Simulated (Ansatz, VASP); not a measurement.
**Ti2Co: VASP beside Ansatz**

```
Ti Co
1.0
     0.00000    3.36500    3.36500
     3.36500    0.00000    3.36500
     3.36500    3.36500    0.00000
Ti Co
4 2
Direct
  0.12500 0.12500 0.12500
  0.62500 0.12500 0.12500
  0.12500 0.12500 0.62500
  0.12500 0.62500 0.12500
  0.50000 0.50000 0.50000
  0.75000 0.75000 0.75000
```

Alike in both runs: task single point; functional LDA; k mesh 6 × 6 × 6; occupations gaussian, width 0.1 eV; collinear spin.

|  | VASP | Ansatz |
| --- | --- | --- |
| version | VASP 6.6.1 | Ansatz 0.2.0 |
| potentials or method | VASP PAW LDA potentials, release 64 (Ti_sv, Co_sv), cutoff 690 eV | scalar-relativistic, plane waves, PAW |
| valence electrons in the cell | 82 | 82 |

Ansatz gave:

| Property | Result |
| --- | --- |
| gap on the k mesh at the Fermi level (eV) | none |
| pressure (GPa) | 9.6 |
| net moment per atom (μB) | 0.17 |
| size of the moment on the site where the two differ most (μB) | 0.44 |

Which values does VASP return?

gap on the k mesh at the Fermi level (eV): none; pressure (GPa): 9.6; net moment per atom (μB): 0.13; size of the moment on the site where the two differ most (μB): 0.30.

LDA's correlation is that of Perdew and Zunger in VASP and of Perdew and Wang (1992) in Ansatz. Site moments also hang on the region over which each program counts them. A gap of «none» marks a metal or a gap that the smearing closes.
